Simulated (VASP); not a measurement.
CuO (Tenorite), 4 atoms in the cell. It takes space group C2/c (No. 15, monoclinic). The conventional cell has a = 4.684 Å, b = 3.423 Å, c = 5.129 Å, α = 90.00°, β = 99.54°, γ = 90.00°. Cu (site symmetry -1) has 4 O at 1.95 to 1.96 Å within 2.6 Å. Within 2.6 Å of O (site symmetry 2) lie 4 Cu at 1.95 to 1.96 Å. 

```yaml
Program: VASP 6.6.1
Task: single point
Functional: PBEsol
Potentials_or_basis: VASP PAW PBE potentials, release 64 (Cu, O)
Cutoff: 520 eV
k_mesh: 5 × 5 × 3
Occupations: methfessel-paxton, width 0.01 eV
Spin: no spin polarisation
Dipole_correction: no
Further_INCAR_settings: ALGO = Normal; EDIFF = 1e-06; NBANDS = 25
```

Potentials or basis: VASP PAW PBE potentials, release 64 (Cu, O).

Command:

```bash
$ cat potpaw_PBE.64/Cu/POTCAR potpaw_PBE.64/O/POTCAR > POTCAR
$ mpirun -np 1 vasp_std > vasp.out
```

Hardware: 1 thread of AMD EPYC 7R13 Processor (Zen 3), on a shared host.

Q: How long does it take, and how much memory?

A: It took 20 s on 1 thread of AMD EPYC 7R13 Processor (Zen 3), with other jobs on the host, peak memory 0.13 GiB. Counts: scf iterations 14, k points 24.
